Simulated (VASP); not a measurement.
Here is a VASP 6.6.1 calculation.

The input INCAR:

```
SYSTEM = SnTe
PREC     = Accurate       ! precision mode
ENCUT    = 600            ! plane-wave cutoff, eV
EDIFF    = 1E-6           ! SCF threshold, eV
ISMEAR   = -1             ! smearing method
SIGMA    = 0.05           ! smearing width, eV
LREAL    = .FALSE.        ! projectors in reciprocal space
LASPH    = .TRUE.         ! aspherical terms in the spheres
NELM     = 60             ! most SCF steps
ALGO     = Normal         ! electronic algorithm
ISIF     = 3              ! what is computed and relaxed
LWAVE    = .FALSE.        ! write WAVECAR
LCHARG   = .FALSE.        ! write CHGCAR
GGA      = PE             ! functional
IBRION   = 2              ! ionic algorithm
NSW      = 100            ! ionic steps
EDIFFG   = -0.005         ! ionic threshold
```

File KPOINTS:

```
Automatic mesh
0
G
  9 9 9
  0 0 0
```

File POSCAR:

```
SnTe
1.0
    0.0000000000      3.2195088072      3.2195088072
    3.2195088072      0.0000000000      3.2195088072
    3.2195088072      3.2195088072      0.0000000000
Sn Te
1 1
Direct
    0.0000000000      0.0000000000      0.0000000000
    0.2500000000      0.2500000000      0.2500000000
```

Potentials or basis: VASP PAW PBE potentials, release 64 (Sn_d, Te).

Launch:

```bash
$ cat potpaw_PBE.64/Sn_d/POTCAR potpaw_PBE.64/Te/POTCAR > POTCAR
$ mpirun -np 1 vasp_std > vasp.out
```

Question: Predict the band gap on the k mesh.

Answer: 0.21 eV, indirect (least direct gap 0.81 eV).

Question: Estimate the space group after relaxing (to 0.05 Å).

Answer: F-43m (No. 216).

Final structure:
```cif
data_structure
_symmetry_space_group_name_H-M 'P 1'
_symmetry_Int_Tables_number 1
_cell_length_a 5.1036
_cell_length_b 5.1036
_cell_length_c 5.1036
_cell_angle_alpha 60.000
_cell_angle_beta 60.000
_cell_angle_gamma 60.000
_cell_volume 93.99
loop_
_atom_site_label
_atom_site_type_symbol
_atom_site_fract_x
_atom_site_fract_y
_atom_site_fract_z
_atom_site_occupancy
Sn1 Sn 0.00000 0.00000 0.00000 1
Te1 Te 0.25000 0.25000 0.25000 1
```

Caveat: spin-orbit coupling is left out, which moves the levels of the heavy elements. A k mesh can miss the band edges.
